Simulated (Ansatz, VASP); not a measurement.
Two plane-wave programs on CdS

File INCAR:

```
SYSTEM = CdS
PREC     = Accurate       ! precision mode
ENCUT    = 520            ! plane-wave cutoff, eV
EDIFF    = 1E-6           ! SCF threshold, eV
ISMEAR   = 0              ! smearing method
SIGMA    = 0.05           ! smearing width, eV
LREAL    = .FALSE.        ! projectors in reciprocal space
LASPH    = .TRUE.         ! aspherical terms in the spheres
NELM     = 80             ! most SCF steps
ALGO     = Normal         ! electronic algorithm
ISIF     = 2              ! what is computed and relaxed
LWAVE    = .FALSE.        ! write WAVECAR
LCHARG   = .FALSE.        ! write CHGCAR
GGA      = PS             ! functional
NBANDS   = 16             ! bands
```

File KPOINTS:

```
Automatic mesh
0
G
  12 12 12
  0 0 0
```

POSCAR

```
CdS
1.0
   -0.0186119294      2.8752677741      2.8922552896
    2.8029675866      0.0246140014      2.8490293588
    2.7606777588      2.7897520154      0.0669038292
Cd S
1 1
Direct
    0.0055480008      0.0228185370     -0.0006664865
    0.4944519992      0.4771814630      0.5006664865
```

Input for Ansatz:

```yaml
crystal:
  lattice:
    - [-0.0186119294, 2.8752677741, 2.8922552896]
    - [2.8029675866, 0.0246140014, 2.8490293588]
    - [2.7606777588, 2.7897520154, 0.0669038292]
  atoms:
    - { symbol: Cd, position: [0.0055480008, 0.022818537, -0.0006664865] }
    - { symbol: S, position: [0.4944519992, 0.477181463, 0.5006664865] }
basis:
  ecutwfc: 420
kpoints:
  mp_grid: { grid: [12, 12, 12] }
hamiltonian:
  xc: pbesol
scf:
  occupations: { method: gaussian, width: 0.05 }
output:
  forces: true
  stress: true
  eigenvalues: true
```

Change from the starting cell: all atoms moved at random, cell strained at random.

Alike in both runs: task single point; functional PBEsol; k mesh 12 × 12 × 12; occupations gaussian, width 0.05 eV; no spin polarisation.

|  | VASP | Ansatz |
| --- | --- | --- |
| version | VASP 6.6.1 | Ansatz 0.2.0 |
| potentials or method | VASP PAW PBE potentials, release 64 (Cd, S), cutoff 520 eV | scalar-relativistic, plane waves, PAW |
| valence electrons in the cell | 18 | 26 |

Ansatz gave:

* gap on the k mesh at the Fermi level (eV): 0.12
* least direct gap on the mesh (eV): 0.83
* pressure (GPa): -7.0
* traceless stress, the component that is largest in VASP (GPa): -1.19
* rms of the force components (eV/Å): 0.038

Task: Estimate VASP's values.

Result: gap on the k mesh at the Fermi level (eV): 0.11; least direct gap on the mesh (eV): 0.81; pressure (GPa): -6.7; traceless stress, the component that is largest in VASP (GPa): -1.18; rms of the force components (eV/Å): 0.046.

VASP's potentials were made for PBE, not for PBEsol. Atom by atom the forces differ by 0.010 eV/Å (rms over components). The functional is the same, so the differences come from potentials, cutoffs and numerics. VASP's potentials hold 18 valence electrons a cell and Ansatz's 26, so a difference there can come from the potentials and not from the codes.
